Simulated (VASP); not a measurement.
# Ti8O17 (a cell with a defect) in VASP: a series of runs

Runs on Ti8O17 (a cell with a defect). Level: PBE. Tasks: single point.

All numbers are computed with VASP 6.6.1; they aren't measurements. Logs are shortened: lines on timing, memory, paths and dates and some standing lists are left out, and cuts for length are marked.

## Step 1: The cell of the first run

The cell holds a defect, 25 atoms: a = 6.567 Å, b = 6.567 Å, c = 5.927 Å, α = 90.00°, β = 90.00°, γ = 90.00°.

## Step 2: Single point, PBE

INCAR reads:

```
PREC = Accurate
ENCUT = 520
EDIFF = 1E-6
ISMEAR = -1
SIGMA = 0.01
LREAL = F
LASPH = T
NELM = 120
ALGO = Normal
ISIF = 2
LWAVE = F
LCHARG = T
GGA = PE
LELF = T
LVHAR = T
NBANDS = 117
GGA_COMPAT = F
```

KPOINTS reads:

```
Automatic mesh
0
Gamma
  1 1 1
  0.25 0.25 0.25
```

POSCAR reads:

```
Ti8O17
1.0
    4.6435389800      4.6435389800      0.0000000000
   -4.6435389800      4.6435389800      0.0000000000
    0.0000000000      0.0000000000      5.9273749100
Ti O
8 17
Direct
   -0.0221233203      0.5067745765     -0.0202614145
    0.5042281351      0.0249451982      0.0162574498
    0.0025004636     -0.0034372491      0.2605030091
    0.5136212941      0.5117711965      0.2630193001
    0.0120196041      0.4960299698      0.4933683198
    0.5063837108      0.0137056026      0.5178702287
    0.0060171779      0.0091540095      0.7599515921
    0.4942807651      0.5219682683      0.7603821369
    0.1943672711      0.4222809388      0.2134832062
    0.6901080219      0.0092219534      0.2561096646
   -0.0181180777      0.1982451324      0.0026811194
    0.5079600947      0.7025000789      0.0015421667
   -0.0089704211      0.8098180108      0.0004118181
    0.5159869467      0.3146338399     -0.0000020245
    0.2991204566      0.0105810461      0.2495457133
    0.8106239694      0.5153715755      0.2544770700
    0.1949281580      0.5107676516      0.7562901062
    0.6873567798      0.0160972052      0.7559869366
   -0.0019994448      0.2019966892      0.5045724364
    0.5272994392      0.7090220442      0.5194432690
   -0.0211370036      0.8194098330      0.5124621010
    0.4983404920      0.3181576609      0.4981706143
    0.3001986214      0.0085120423      0.7515750341
    0.8088694886      0.4969685858      0.7382575029
    0.2257030693      0.6235597488      0.3079538628
```

Potentials or basis: VASP PAW PBE potentials, release 64 (Ti_sv, O).

The run is started by

```bash
$ cat potpaw_PBE.64/Ti_sv/POTCAR potpaw_PBE.64/O/POTCAR > POTCAR
$ mpirun -np 1 vasp_std > vasp.out
```

OUTCAR:

```text
PREC = Accurate
   ENCUT = 520
   EDIFF = 1E-6
   ISMEAR = -1
   LREAL = F
   LASPH = T
   NELM = 120
   ISIF = 2
   GGA = PE

 ion  position               nearest neighbor table
   1  0.978  0.507  0.980-  24 1.81  17 1.95  16 1.97  13 2.00  11 2.03   9 2.06   5 2.89
   2  0.504  0.025  0.016-  10 1.88  14 1.91  15 1.93  18 1.96  23 2.07  12 2.12
   3  0.003  0.997  0.261-  21 1.90  15 1.95  13 1.97  19 1.98  11 2.03  10 2.05
   4  0.514  0.512  0.263-  22 1.89  16 1.95  12 1.99  20 2.00  14 2.03  25 2.05   9 2.20
   5  0.012  0.496  0.493-  19 1.93  16 1.94  25 1.97  17 1.97  24 1.97   9 2.10  21 2.14   1 2.89

   6  0.506  0.014  0.518-  18 1.85  23 1.94  10 1.97  22 2.00  20 2.01  15 2.09
   7  0.006  0.009  0.760-  11 1.91  23 1.93  21 1.93  13 1.94  19 1.97  18 2.09
   8  0.494  0.522  0.760-  12 1.86  20 1.90  17 1.97  14 1.97  22 2.05  24 2.08
   9  0.194  0.422  0.213-  25 1.45   1 2.06   5 2.10   4 2.20
  10  0.690  0.009  0.256-   2 1.88   6 1.97   3 2.05
  11  0.982  0.198  0.003-   7 1.91   3 2.03   1 2.03
  12  0.508  0.703  0.002-   8 1.86   4 1.99   2 2.12
  13  0.991  0.810  0.000-   7 1.94   3 1.97   1 2.00
  14  0.516  0.315  1.000-   2 1.91   8 1.97   4 2.03
  15  0.299  0.011  0.250-   2 1.93   3 1.95   6 2.09
[... 8 lines left out ...]
  24  0.809  0.497  0.738-   1 1.81   5 1.97   8 2.08
  25  0.226  0.624  0.308-   9 1.45   5 1.97   4 2.05

  LATTYP: Found a simple tetragonal cell.
 ALAT       =     6.5669558029
 C/A-ratio  =     0.9026061828

  Lattice vectors:

 A1 = (   4.6435389800,   4.6435389800,   0.0000000000)
 A2 = (  -4.6435389800,   4.6435389800,   0.0000000000)
 A3 = (   0.0000000000,   0.0000000000,   5.9273749100)

Analysis of symmetry for initial positions (statically):
=====================================================================
 Subroutine PRICEL returns:
 Original cell was already a primitive cell.

 Routine SETGRP: Setting up the symmetry group for a
 simple tetragonal supercell.

 Subroutine GETGRP returns: Found  1 space group operations
 (whereof  1 operations were pure point group operations)
 out of a pool of 16 trial point group operations.

The static configuration has the point symmetry C_1 .

Analysis of symmetry for dynamics (positions and initial velocities):
=====================================================================
 Subroutine PRICEL returns:
 Original cell was already a primitive cell.

 Routine SETGRP: Setting up the symmetry group for a
[... 134 lines left out ...]
   NSW    =      0    number of steps for IOM
   IBRION =     -1    ionic relax: 0-MD 1-quasi-New 2-CG
   NFREE  =      0    steps in history (QN), initial steepest desc. (CG)
   ISIF   =      2    stress and relaxation
   ISYM   =      2    0-nonsym 1-usesym 2-fastsym
   POTIM  = 0.5000    time-step for ionic-motion
   TEBEG  =    0.0;   TEEND  =   0.0 temperature during run
   PSTRESS=    0.0 pullay stress
   NELECT =     198.0000    total number of electrons
   NUPDOWN=      -1.0000    fix difference up-down
   EMIN   =  10.00;   EMAX   =-10.00  energy-range for DOS
   EFERMI =   0.00;   METHOD = LEGACY
   ISMEAR =    -1;   SIGMA  =   0.01  broadening in eV -4-tet -1-fermi 0-gaus
   EFERMI_NEDOS =   21; number of points for ismear=-14 and -15
   IALGO  =     38    algorithm
   IMIX   =      4    mixing-type and parameters
     AMIX     =   0.40;   BMIX     =  1.00
     AMIX_MAG =   1.60;   BMIX_MAG =  1.00
  volume/ion in A,a.u.               =      10.22        69.00
  Fermi-wavevector in a.u.,A,eV,Ry     =   1.503487  2.841179 30.755608  2.260473
  Thomas-Fermi vector in A             =   2.614591
   LORBIT       =      0    0 simple, 1 ext, 2 COOP (PROOUT), +10 PAW based schemes
   GGA     = PE    functional components
   LHFCALC =     F    Hartree Fock is set to
   AEXX    =    0.0000 exact exchange contribution
   IVDW    =     0    specifies the selected vdW correction
   LEPSILON=     F    determine dielectric tensor
   LRPA    =     F    only Hartree local field effects (RPA)
 non-spin polarized calculation
  energy-cutoff  :      520.00
  volume of cell :      255.62
 maximum number of plane-waves:      6869
 NGX is ok and might be reduce to    50
   NGX = 25   NGY = 25   NGZ = 23

 number of electron     198.0000014 magnetization

 Free energy of the ion-electron system (eV)
  ---------------------------------------------------
  ext. energy  EPLUGINS =         0.00000000
  ---------------------------------------------------
  free energy    TOTEN  =      -217.63312313 eV

  energy without entropy =     -217.63312313  energy(sigma->0) =     -217.63312313

 E-fermi :   5.0397     XC(G=0): -11.4682

 val. band max:        4.6729486239   @ k =   0.2500  -0.2500   0.2500
 cond. band min:       7.0477130298   @ k =  -0.2500   0.2500   0.2500
 fundamental gap:      2.3747644059
 Fermi energy:         5.0396613147

 k-point     1 :       0.2500    0.2500    0.2500
  band No.  band energies     occupation
      1     -52.0893      2.00000
      2     -52.0818      2.00000
      3     -52.0168      2.00000
      4     -51.9591      2.00000
      5     -51.9154      2.00000
      6     -51.8987      2.00000
[... 445 lines left out ...]
    110       7.8521      0.00000
    111       7.9505      0.00000
 [bands above 111 left out]

------------------------ aborting loop because EDIFF is reached ----------------------------------------

  FORCE on cell =-STRESS in cart. coord.  units (eV):
  Direction    XX          YY          ZZ          XY          YZ          ZX
  --------------------------------------------------------------------------------------
  -------------------------------------------------------------------------------------
  Total        8.3127273      8.8913886     11.4225230      1.6120579      3.0449690      0.1666884
  in kB       52.1030964     55.7300700     71.5948920     10.1041698     19.0854706      1.0447812
  external PRESSURE =      59.8093528 kB  Pullay stress =       0.0000000 kB

 VOLUME and BASIS-vectors are now :
 -----------------------------------------------------------------------------
  energy-cutoff  :      520.00
  volume of cell :      255.62
      direct lattice vectors                 reciprocal lattice vectors
     4.643538980  4.643538980  0.000000000     0.107676495  0.107676495  0.000000000
    -4.643538980  4.643538980  0.000000000    -0.107676495  0.107676495  0.000000000
     0.000000000  0.000000000  5.927374910     0.000000000  0.000000000  0.168708748

 POSITION                                       TOTAL-FORCE (eV/Angst)
 -----------------------------------------------------------------------------------
      2.18758      6.89404      5.80728         0.045537     -0.067636      0.145305
      2.22557      2.45724      0.09636         0.065548     -0.206022     -0.158359
     -4.61597      4.63919      1.54410        -0.087831     -0.014003      0.012593
      0.00859      4.76145      1.55901         0.105344      0.047752     -0.073577
     -2.24752      2.35915      2.92438        -0.091663     -0.011243      0.154963
      2.28777      2.41505      3.06961         0.000143     -0.086061     -0.174420
[... 17 lines left out ...]
      1.44832      6.06371      4.37593        -0.085492     -0.036892     -0.107111
     -1.84746      3.94359      1.82536        -0.105568      0.283021      0.044603
 -----------------------------------------------------------------------------------
    total drift:                                0.000484     -0.000324      0.000063

  FREE ENERGIE OF THE ION-ELECTRON SYSTEM (eV)
  ---------------------------------------------------
  free  energy   TOTEN  =      -217.6331231312 eV

  energy  without entropy=     -217.6331231312  energy(sigma->0) =     -217.63312313
```

stdout:

```text
POSCAR found type information on POSCAR TiO
 POSCAR found :  2 types and      25 ions
 scaLAPACK will be used
 -----------------------------------------------------------------------------
|                                                                             |
|                                                                             |
|     You have a (more or less) 'large supercell' and for larger cells it     |
|     might be more efficient to use real-space projection operators.         |
|     Therefore, try LREAL= Auto in the INCAR file.                           |
|     Mind: For very accurate calculation, you might also keep the            |
|     reciprocal projection scheme (i.e. LREAL=.FALSE.).                      |
|                                                                             |
 -----------------------------------------------------------------------------

 LDA part: xc-table for (Slater+PW92), standard interpolation
 POSCAR, INCAR and KPOINTS ok, starting setup
 FFT: planning ... GRIDC
 FFT: planning ... GRID_SOFT
 FFT: planning ... GRID
 WAVECAR not read
 entering main loop
```

It took 8.9 min on 1 thread of Intel Xeon 8259CL, shared host; peak memory 0.37 GiB.

Results:

```
Free energy            : -217.6331 eV
Pressure               : 6.0 GPa
Largest force          : 0.333 eV/Å
Band gap on the k mesh : 2.37 eV
```

Forces in eV/Å, atoms in the order of the input:
```
Ti   0.046 -0.068  0.145
Ti   0.066 -0.206 -0.158
Ti  -0.088 -0.014  0.013
Ti   0.105  0.048 -0.074
Ti  -0.092 -0.011  0.155
Ti   0.000 -0.086 -0.174
Ti  -0.113 -0.063 -0.135
Ti   0.077 -0.063 -0.013
O    0.180 -0.223 -0.169
O    0.012  0.061  0.045
O   -0.056  0.125 -0.023
O   -0.127  0.105  0.078
O    0.058 -0.118  0.000
O   -0.040  0.131  0.076
O    0.035  0.036  0.143
O   -0.018 -0.033 -0.021
O    0.026 -0.013 -0.105
O    0.113  0.142  0.066
O    0.021 -0.099 -0.024
O   -0.023  0.054 -0.009
O    0.057 -0.016 -0.030
O   -0.058 -0.009  0.129
O    0.011  0.074  0.148
O   -0.085 -0.037 -0.107
O   -0.106  0.283  0.045
```

Stress tensor (GPa, compression positive):
```
5.21 1.01 0.10
1.01 5.57 1.91
0.10 1.91 7.16
```

## Step 3: Single point, PBE

INCAR reads:

```
PREC = Accurate
ENCUT = 520
EDIFF = 1E-6
ISMEAR = -1
SIGMA = 0.01
LREAL = False
LASPH = True
NELM = 120
ALGO = Normal
ISIF = 2
LWAVE = False
LCHARG = False
GGA = PE
NBANDS = 117
GGA_COMPAT = False
```

KPOINTS is that of step 2.

POSCAR reads:

```
Ti8O17
1.0
    4.6435389800      4.6435389800      0.0000000000
   -4.6435389800      4.6435389800      0.0000000000
    0.0000000000      0.0000000000      5.9273749100
Ti O
8 17
Direct
   -0.0294096810      0.4817747864     -0.0153884310
    0.5121633543      0.0381119876      0.0154091822
    0.0145550625     -0.0303128714      0.2527832342
    0.5014200398      0.5413372238      0.2586441761
   -0.0021893862      0.4849356299      0.4993341985
    0.5120246670      0.0314409980      0.5165212335
    0.0113520098      0.0029926528      0.7537701036
    0.4843509465      0.5213061655      0.7545119160
    0.1940333663      0.4653712415      0.2295333129
    0.6953594045      0.0145543087      0.2550338089
   -0.0014957342      0.1958606364      0.0116565935
    0.5196702365      0.7082860754     -0.0060903858
   -0.0220062759      0.8068397867     -0.0070641727
    0.5019554073      0.3223770720      0.0023565238
    0.3049416633      0.0216120723      0.2491759037
    0.8076255020      0.5098050238      0.2540394395
    0.1890563434      0.5132933115      0.7552284220
    0.6928870445      0.0336329684      0.7549610187
    0.0059438502      0.2003580683      0.5010651503
    0.5336412617      0.7126342676      0.5215600577
   -0.0328746029      0.8164844780      0.5201980720
    0.4929025060      0.3260838353      0.4954739737
    0.3043315682      0.0051205557      0.7486707130
    0.8033927390      0.4810874873      0.7401561512
    0.2307320999      0.6790528762      0.2905827666
```

Potentials or basis: VASP PAW PBE potentials, release 64 (Ti_sv, O).

The run is started by

```bash
$ cat potpaw_PBE.64/Ti_sv/POTCAR potpaw_PBE.64/O/POTCAR > POTCAR
$ mpirun -np 1 vasp_std > vasp.out
```

It took 8.4 min on 1 thread of Intel Xeon 8259CL, shared host; peak memory 0.37 GiB.

The run converged. Its results:

| Quantity | Value |
| --- | --- |
| Free energy | -217.1912 eV |
| Pressure | 5.7 GPa |
| Largest force | 0.658 eV/Å |
| Band gap on the k mesh | 2.27 eV |

Forces on the atoms (eV/Å):
```
Ti  -0.007 -0.128  0.140
Ti   0.089 -0.306 -0.150
Ti  -0.095  0.100  0.108
Ti   0.290  0.052 -0.039
Ti  -0.088  0.397  0.204
Ti  -0.051 -0.092 -0.227
Ti  -0.114  0.027 -0.113
Ti   0.069  0.020 -0.014
O    0.245 -0.281 -0.396
O    0.014  0.099  0.049
O   -0.164  0.062 -0.097
O   -0.172  0.060  0.096
O    0.112  0.052 -0.015
O   -0.017  0.207  0.110
O    0.003  0.003  0.167
O   -0.075  0.082 -0.070
O   -0.016  0.005 -0.180
O    0.055  0.086  0.105
O    0.047 -0.062 -0.121
O   -0.058  0.098  0.040
O   -0.085  0.008 -0.026
O   -0.039 -0.002  0.141
O   -0.049  0.045  0.152
O   -0.166 -0.040 -0.204
O    0.271 -0.494  0.340
```

Stress tensor (GPa, compression positive):
```
 4.88  1.74 -0.06
 1.74  4.27  2.09
-0.06  2.09  7.90
```

Levels at points of the mesh, in eV from the valence-band top:
| k point | band 95 | band 96 | band 97 | band 98 | band 99 | band 100 | band 101 | band 102 | band 103 | band 104 |
| --- | --- | --- | --- | --- | --- | --- | --- | --- | --- | --- |
| (0.25, 0.25, 0.25) | -0.88 | -0.83 | -0.52 | -0.43 | -0.01 | 2.30 | 2.40 | 2.45 | 2.51 | 2.61 |

## Step 4: Single point, PBE

INCAR reads:

```
PREC = Accurate ; ENCUT = 520
EDIFF = 1E-6 ; ISMEAR = -1
SIGMA = 0.01 ; LREAL = False
LASPH = True ; NELM = 120
ALGO = Normal ; ISIF = 2
LWAVE = False ; LCHARG = False
GGA = PE ; NBANDS = 117
GGA_COMPAT = False
```

KPOINTS is that of step 3.

POSCAR reads:

```
Ti8O17
1.0
    4.6435389800      4.6435389800      0.0000000000
   -4.6435389800      4.6435389800      0.0000000000
    0.0000000000      0.0000000000      5.9273749100
Ti O
8 17
Direct
   -0.0147502800      0.4889063083     -0.0101609905
    0.4995644507      0.0353885260      0.0068068919
   -0.0038179931     -0.0220542996      0.2482221932
    0.4823004630      0.5508148012      0.2538612831
   -0.0143820264      0.4818670651      0.4909031475
    0.5279930912      0.0389458344      0.5214856571
    0.0141789485     -0.0008750869      0.7524271820
    0.4863263795      0.5172749729      0.7528563770
    0.1929184839      0.4982104188      0.2572756107
    0.6900302794      0.0097911313      0.2525219043
    0.0048231532      0.1938658217      0.0107801516
    0.5306806965      0.7031780101     -0.0136436452
   -0.0360763635      0.8070148686     -0.0153462538
    0.4915764700      0.3195066320      0.0053443557
    0.3036899240      0.0541059311      0.2779557604
    0.8025600767      0.5055911041      0.2515746047
    0.1933882765      0.5148284553      0.7578940202
    0.6940875298      0.0384046523      0.7668303539
   -0.0046310584      0.1975759230      0.5040492706
    0.5189732466      0.7132875409      0.5133083441
   -0.0214190083      0.8115015328      0.5123036835
    0.4992504661      0.3241327372      0.4945821792
    0.3086978501      0.0067748974      0.7513769700
    0.8046793655      0.4863441461      0.7512227702
    0.2673152967      0.8416298467      0.2138346265
```

The run is started by

```bash
$ cat potpaw_PBE.64/Ti_sv/POTCAR potpaw_PBE.64/O/POTCAR > POTCAR
$ mpirun -np 1 vasp_std > vasp.out
```

Wall time 8 min (1 thread of Intel Xeon 8259CL, shared host); peak memory 0.37 GiB.

Results (log left out):

* Free energy: -217.2015 eV
* Pressure: 5.8 GPa
* Largest force: 0.638 eV/Å
* Band gap on the k mesh: 2.29 eV

Forces in eV/Å, atoms in the order of the input:
```
Ti   0.061  0.082  0.217
Ti   0.089 -0.419 -0.183
Ti  -0.319 -0.028  0.027
Ti   0.130 -0.098 -0.117
Ti  -0.087  0.302  0.158
Ti   0.010  0.114 -0.130
Ti  -0.095 -0.036  0.007
Ti   0.113 -0.043  0.111
O   -0.018 -0.023 -0.168
O    0.084 -0.066  0.057
O    0.056 -0.009 -0.133
O    0.082  0.004  0.011
O    0.051 -0.087 -0.038
O   -0.056  0.074  0.117
O   -0.276  0.293  0.411
O   -0.022 -0.111 -0.059
O    0.049 -0.046 -0.151
O    0.186  0.068  0.194
O    0.037 -0.223 -0.099
O   -0.118 -0.043  0.029
O    0.165 -0.043 -0.087
O    0.157 -0.053  0.104
O    0.011 -0.006  0.169
O   -0.056 -0.083 -0.100
O   -0.234  0.481 -0.348
```

Stress tensor (GPa, compression positive):
```
 4.92  1.73 -0.09
 1.73  4.34  2.14
-0.09  2.14  7.99
```

Levels at points of the mesh, in eV from the valence-band top:
| k point | band 97 | band 98 | band 99 | band 100 | band 101 | band 102 |
| --- | --- | --- | --- | --- | --- | --- |
| (0.25, 0.25, 0.25) | -0.51 | -0.43 | -0.01 | 2.32 | 2.42 | 2.46 |

## Step 5: Summary

```csv
cell,gap on the mesh (eV),pressure (GPa),largest force (eV/Å)
"as given, atomic positions A",2.37,6.0,0.33
"as given, atomic positions B",2.27,5.7,0.66
"as given, atomic positions C",2.29,5.8,0.64
```

Alike in all rows: task single point; level PBE; potentials or basis VASP PAW PBE potentials, release 64 (Ti_sv, O); no spin polarisation; k mesh 1 × 1 × 1, shifted; cutoff (eV) 520; smearing fermi-dirac 0.01 eV.

Total energies depend on the potentials used, so only differences within one code and one set of settings carry meaning.
